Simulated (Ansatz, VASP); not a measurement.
**Two plane-wave programs on MnO2**

```
CELL_PARAMETERS angstrom
1.45645 0.84088 4.67384
-1.45645 0.84088 4.67384
0.00000 -1.68176 4.67384
ATOMIC_POSITIONS crystal
Mn 0.00000 0.00000 0.00000
O 0.73564 0.73564 0.73564
O 0.26436 0.26436 0.26436
```

Alike in both runs: task single point; functional PBEsol; k mesh 11 × 11 × 11; occupations fermi-dirac, width 0.05 eV; collinear spin.

|  | VASP | Ansatz |
| --- | --- | --- |
| version | VASP 6.6.1 | Ansatz 0.2.0 |
| potentials or method | VASP PAW PBE potentials, release 64 (Mn_pv, O) | Ansatz PAW |
| plane-wave cutoff (eV) | 520 | 420 |
| valence electrons in the cell | 25 | 27 |

|  | VASP | Ansatz | Ansatz less VASP |
| --- | --- | --- | --- |
| gap on the k mesh at the Fermi level (eV) | 0.93 | 0.97 | +0.034 |
| least direct gap on the mesh (eV) | 1.02 | 1.05 | +0.035 |
| pressure (GPa) | -11.2 | -12.0 | -0.79 |
| traceless stress, the component that is largest in VASP (GPa) | 3.89 | 4.25 | +0.351 |
| rms of the force components (eV/Å) | 0.396 | 0.429 | +0.0332 |
| net moment per atom (μB) | 1.00 | 1.00 | 0.000 |
| size of the moment on the site where the two differ most (μB) | 2.90 | 2.56 | -0.330 |

VASP's potentials were made for PBE, not for PBEsol. Site moments also hang on the region over which each program counts them. Atom by atom the forces differ by 0.033 eV/Å (rms over components). With one functional, cell and mesh, what is left measures potentials, basis and numerics. VASP's potentials hold 25 valence electrons a cell and Ansatz's 27, so a difference there can come from the potentials and not from the codes.

Noted on Ansatz's run: odd divisions of the mesh miss points on the zone boundary, where band edges often lie, so the gap on the mesh can be too wide.
